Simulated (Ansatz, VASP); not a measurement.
# InSi2B3: VASP beside Ansatz

The input INCAR:

```
SYSTEM = InSi2B3
PREC = Accurate ; ENCUT = 520
EDIFF = 1E-7 ; ISMEAR = 0
SIGMA = 0.1 ; LREAL = .FALSE.
LASPH = .TRUE. ; NELM = 60
ALGO = Normal ; ISIF = 2
LWAVE = .FALSE. ; LCHARG = .FALSE.
GGA = PE ; NBANDS = 24
```

KPOINTS

```
regular mesh
0
G
  6 6 2
  0 0 0
```

Contents of POSCAR:

```
InSi2B3
1.0
    3.7440171700      0.0000000000      0.0000000000
   -1.8720085800      3.2424139800      0.0000000000
    0.0000000000      0.0000000000      7.5569471300
In Si B
1 2 3
Direct
    0.0000000000      0.0000000000      0.0000000000
    0.6666666700      0.3333333300      0.2494100000
    0.6666666700      0.3333333300      0.7505900000
    0.0000000000      0.0000000000      0.5000000000
    0.3333333300      0.6666666700      0.0000000000
    0.3333333300      0.6666666700      0.5000000000
```

Input for Ansatz:

```yaml
crystal:
  lattice:
    - [3.74401717, 0.0, 0.0]
    - [-1.87200858, 3.24241398, 0.0]
    - [0.0, 0.0, 7.55694713]
  atoms:
    - { symbol: In, position: [0.0, 0.0, 0.0] }
    - { symbol: Si, position: [0.66666667, 0.33333333, 0.24941] }
    - { symbol: Si, position: [0.66666667, 0.33333333, 0.75059] }
    - { symbol: B, position: [0.0, 0.0, 0.5] }
    - { symbol: B, position: [0.33333333, 0.66666667, 0.0] }
    - { symbol: B, position: [0.33333333, 0.66666667, 0.5] }
basis:
  ecutwfc: 420
kpoints:
  mp_grid: { grid: [6, 6, 2] }
hamiltonian:
  xc: pbe
scf:
  occupations: { method: gaussian, width: 0.1 }
  lower_state_search: "off"
output:
  forces: true
  stress: true
  eigenvalues: true
```

Change from the starting cell: species swapped into the La2Al3Ge type (P-6m2, No. 187).

Alike in both runs: task single point; functional PBE; k mesh 6 × 6 × 2; occupations gaussian, width 0.1 eV; no spin polarisation.

|  | VASP | Ansatz |
| --- | --- | --- |
| version | VASP 6.6.1 | Ansatz 0.2.0 |
| potentials or method | VASP PAW PBE potentials, release 64 (In_d, Si, B), cutoff 520 eV | scalar-relativistic, plane waves, PAW |
| valence electrons in the cell | 30 | 30 |

|  | VASP | Ansatz | Ansatz less VASP |
| --- | --- | --- | --- |
| gap on the k mesh at the Fermi level (eV) | none | none | - |
| pressure (GPa) | -7.2 | -7.1 | +0.06 |
| traceless stress, the component that is largest in VASP (GPa) | 5.07 | 5.04 | -0.030 |
| rms of the force components (eV/Å) | 0.549 | 0.549 | +0.0005 |

Atom by atom the forces differ by 0.000 eV/Å (rms over components). A gap of «none» marks a metal or a gap that the smearing closes.

The k mesh is coarse, so the values compare programs but aren't converged.
